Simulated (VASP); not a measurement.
A run of VASP 6.6.1:

The input INCAR:

```
  ALGO = Normal
  EDIFF = 1E-7
  ENCUT = 520
  GGA = PE
  ISIF = 2
  ISMEAR = 0
  LASPH = True
  LCHARG = False
  LREAL = False
  LWAVE = False
  NBANDS = 16
  NELM = 100
  PREC = Accurate
  SIGMA = 0.05
```

KPOINTS

```
k-points
0
Gamma
  12 12 6
```

The input POSCAR:

```
AlN
1.0
    3.1302395629      0.0000000000      0.0000000000
   -1.5651197815      2.7108669814      0.0000000000
    0.0000000000      0.0000000000      5.0179796548
Al N
2 2
Direct
    0.3026717474      0.6513358737     -0.0037194217
    0.6360050807      0.3180025404      0.4962805783
    0.3333333333      0.6666666667      0.3832712825
    0.6666666667      0.3333333333      0.8832712825
```

Potentials or basis: VASP PAW PBE potentials, release 64 (Al, N).

Launch:

```console
$ cat potpaw_PBE.64/Al/POTCAR potpaw_PBE.64/N/POTCAR > POTCAR
$ mpirun -np 1 vasp_std > vasp.out
```

Hardware: 1 thread of Intel Xeon 8259CL, with other jobs on the host.

Q: Estimate the wall time of this run.

A: Wall time 2.7 min on 1 thread of Intel Xeon 8259CL (shared host), peak memory 0.26 GiB. Counts: scf iterations 14, k points 242.
